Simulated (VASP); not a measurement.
# BaC5 (P6/mmm) in VASP: further runs, part 2 of 2

VASP 6.6.1.

## 4. Single point, PBE

This run uses another cell than the first one, of 10.71 Å³/atom, 1.021 times its volume.

Contents of INCAR:

```
ALGO = Normal
EDIFF = 1E-6
ENCUT = 520
GGA = PE
ISIF = 2
ISMEAR = 0
LASPH = T
LCHARG = T
LELF = T
LREAL = F
LVHAR = T
LWAVE = F
NBANDS = 24
NELM = 100
PREC = Accurate
SIGMA = 0.1
```

Contents of KPOINTS:

```
k-points
0
Gamma
  6 6 4
```

Contents of POSCAR:

```
BaC5
1.0
    4.1601242100      0.0000000000      0.0000000000
   -2.0800621000      3.6027732500      0.0000000000
    0.0000000000      0.0000000000      4.2891480000
Ba C
1 5
Direct
    0.0000000000      0.0000000000      0.0000000000
    0.5000000000      0.0000000000      0.0000000000
    0.0000000000      0.5000000000      0.0000000000
    0.5000000000      0.5000000000      0.0000000000
    0.3333333300      0.6666666700      0.5000000000
    0.6666666700      0.3333333300      0.5000000000
```

Potentials or basis: VASP PAW PBE potentials, release 64 (Ba_sv, C).

Command:

```sh
cat potpaw_PBE.64/Ba_sv/POTCAR potpaw_PBE.64/C/POTCAR > POTCAR
mpirun -np 1 vasp_std > vasp.out
```

OUTCAR:

```text
EDIFF = 1E-6
   ENCUT = 520
   GGA = PE
   ISIF = 2
   ISMEAR = 0
   LASPH = T
   LREAL = F
   NELM = 100
   PREC = Accurate

 ion  position               nearest neighbor table
   1  0.000  0.000  0.000-   3 2.08   3 2.08   2 2.08   2 2.08   4 2.08   4 2.08   6 3.22   5 3.22
                             6 3.22   5 3.22   6 3.22   6 3.22   5 3.22   5 3.22   6 3.22   5 3.22
   2  0.500  0.000  0.000-   1 2.08   1 2.08
   3  0.000  0.500  0.000-   1 2.08   1 2.08
   4  0.500  0.500  0.000-   1 2.08   1 2.08
   5  0.333  0.667  0.500-   1 3.22   1 3.22   1 3.22   1 3.22   1 3.22   1 3.22
   6  0.667  0.333  0.500-   1 3.22   1 3.22   1 3.22   1 3.22   1 3.22   1 3.22

  LATTYP: Found a hexagonal cell.
 ALAT       =     4.1601242100
 C/A-ratio  =     1.0310144081

  Lattice vectors:

 A1 = (   4.1601242100,   0.0000000000,   0.0000000000)
 A2 = (  -2.0800621000,   3.6027732500,   0.0000000000)
 A3 = (   0.0000000000,   0.0000000000,   4.2891480000)

Analysis of symmetry for initial positions (statically):
=====================================================================
 Subroutine PRICEL returns:
 Original cell was already a primitive cell.

 Routine SETGRP: Setting up the symmetry group for a
 hexagonal supercell.

 Subroutine GETGRP returns: Found 24 space group operations
 (whereof 24 operations were pure point group operations)
 out of a pool of 24 trial point group operations.

The static configuration has the point symmetry D_6h.

Analysis of symmetry for dynamics (positions and initial velocities):
=====================================================================
 Subroutine PRICEL returns:
 Original cell was already a primitive cell.

 Routine SETGRP: Setting up the symmetry group for a
 hexagonal supercell.

[... 126 lines left out ...]
   IMIX   =      4    mixing-type and parameters
     AMIX     =   0.40;   BMIX     =  1.00
     AMIX_MAG =   1.60;   BMIX_MAG =  1.00
  volume/ion in A,a.u.               =      10.71        72.30
  Fermi-wavevector in a.u.,A,eV,Ry     =   1.269825  2.399621 21.938785  1.612455
  Thomas-Fermi vector in A             =   2.402845
   LORBIT       =      0    0 simple, 1 ext, 2 COOP (PROOUT), +10 PAW based schemes
   GGA     = PE    functional components
   LHFCALC =     F    Hartree Fock is set to
   AEXX    =    0.0000 exact exchange contribution
   IVDW    =     0    specifies the selected vdW correction
   LEPSILON=     F    determine dielectric tensor
   LRPA    =     F    only Hartree local field effects (RPA)
 non-spin polarized calculation
 Gauss-broadening in eV      SIGMA  =   0.10
  energy-cutoff  :      520.00
  volume of cell :       64.29
 maximum number of plane-waves:      1750
 NGX is ok and might be reduce to    32
   NGX = 15   NGY = 15   NGZ = 15

 number of electron      29.9999999 magnetization

 Free energy of the ion-electron system (eV)
  ---------------------------------------------------
  ext. energy  EPLUGINS =         0.00000000
  ---------------------------------------------------
  free energy    TOTEN  =       -18.27235332 eV

  energy without entropy =      -18.26307986  energy(sigma->0) =      -18.26771659

 E-fermi :   5.4064     XC(G=0): -11.5074

 val. band max:        5.3732163019   @ k =   0.1667   0.0000   0.0000
 cond. band min:       5.4999597667   @ k =   0.1667   0.1667   0.0000
 fundamental gap:      0.1267434647
 Fermi energy:         5.4064450598

 k-point     1 :       0.0000    0.0000    0.0000
  band No.  band energies     occupation
      1     -22.2936      2.00000
      2      -9.7937      2.00000
      3      -9.7937      2.00000
      4      -8.2390      2.00000
      5      -7.0332      2.00000
      6      -4.1696      2.00000
[... 556 lines left out ...]
     23       9.1625      0.00000
     24       9.3002      0.00000

------------------------ aborting loop because EDIFF is reached ----------------------------------------

  FORCE on cell =-STRESS in cart. coord.  units (eV):
  Direction    XX          YY          ZZ          XY          YZ          ZX
  --------------------------------------------------------------------------------------
  -------------------------------------------------------------------------------------
  Total       33.1052901     33.1052901     -2.1210316      0.0000000      0.0000000      0.0000000
  in kB      825.0755562    825.0755567    -52.8619842      0.0000011      0.0000000      0.0000000
  external PRESSURE =     532.4297096 kB  Pullay stress =       0.0000000 kB

 VOLUME and BASIS-vectors are now :
 -----------------------------------------------------------------------------
  energy-cutoff  :      520.00
  volume of cell :       64.29
      direct lattice vectors                 reciprocal lattice vectors
     4.160124210  0.000000000  0.000000000     0.240377438  0.138781978  0.000000000
    -2.080062100  3.602773250  0.000000000     0.000000000  0.277563957  0.000000000
     0.000000000  0.000000000  4.289148000     0.000000000  0.000000000  0.233146536

 POSITION                                       TOTAL-FORCE (eV/Angst)
 -----------------------------------------------------------------------------------
      0.00000      0.00000      0.00000         0.000000      0.000000     -0.000000
      2.08006      0.00000      0.00000         0.000000      0.000000     -0.000000
     -1.04003      1.80139      0.00000         0.000000      0.000000     -0.000000
      1.04003      1.80139      0.00000         0.000000      0.000000     -0.000000
     -0.00000      2.40185      2.14457        -0.000000     -0.000000     -0.000000
      2.08006      1.20092      2.14457         0.000000      0.000000      0.000000
 -----------------------------------------------------------------------------------
    total drift:                                0.000000      0.000000     -0.000000

  FREE ENERGIE OF THE ION-ELECTRON SYSTEM (eV)
  ---------------------------------------------------
  free  energy   TOTEN  =       -18.2723533215 eV

  energy  without entropy=      -18.2630798606  energy(sigma->0) =      -18.26771659
```

stdout:

```text
POSCAR found type information on POSCAR BaC
 POSCAR found :  2 types and       6 ions
 scaLAPACK will be used
 LDA part: xc-table for (Slater+PW92), standard interpolation
 POSCAR, INCAR and KPOINTS ok, starting setup
 FFT: planning ... GRIDC
 FFT: planning ... GRID_SOFT
 FFT: planning ... GRID
 WAVECAR not read
 entering main loop
```

Run time: 25 s. Hardware: 1 thread of Intel Xeon Platinum 8488C (Sapphire Rapids), shared host; peak memory 0.19 GiB.

Results:

```
Free energy            : -18.2724 eV
Pressure               : 53.2 GPa
Band gap on the k mesh : zero (band 15 reaches 6.62 eV, above the bottom of band 16 at 4.67 eV)
```

Stress tensor (GPa, compression positive):
```
82.51  0.00  0.00
 0.00 82.51  0.00
 0.00  0.00 -5.29
```

Caveat: the k points lie up to 0.37 Å⁻¹ apart; spin-orbit coupling is left out, which moves the levels of the heavy elements.

## 5. The runs side by side

| task | cell | k mesh | cutoff (eV) | gap on the mesh (eV) | pressure (GPa) |
| --- | --- | --- | --- | --- | --- |
| single point | a = 5.140, b = 5.140, c = 2.752 Å, angles 90.0, 90.0, 120.0°, 6 atoms | 9 × 9 × 14 | 520 | none | 3.9 |
| relaxation of cell and atoms | relaxed from a = 5.135, b = 5.135, c = 2.760 Å, angles 90.0, 90.0, 120.0°, 6 atoms | 9 × 9 × 14 | 600 | none | 0.0 |
| single point | a = 4.160, b = 4.160, c = 4.289 Å, angles 90.0, 90.0, 120.0°, 6 atoms | 6 × 6 × 4 | 520 | none | 53.2 |

Alike in all rows: level PBE; potentials or basis VASP PAW PBE potentials, release 64 (Ba_sv, C); no spin polarisation; smearing gaussian 0.1 eV.

Caveats: some runs use coarse meshes; spin-orbit coupling is left out, which moves the levels of the heavy elements.

Absolute energies hang on the potentials; compare differences alone.
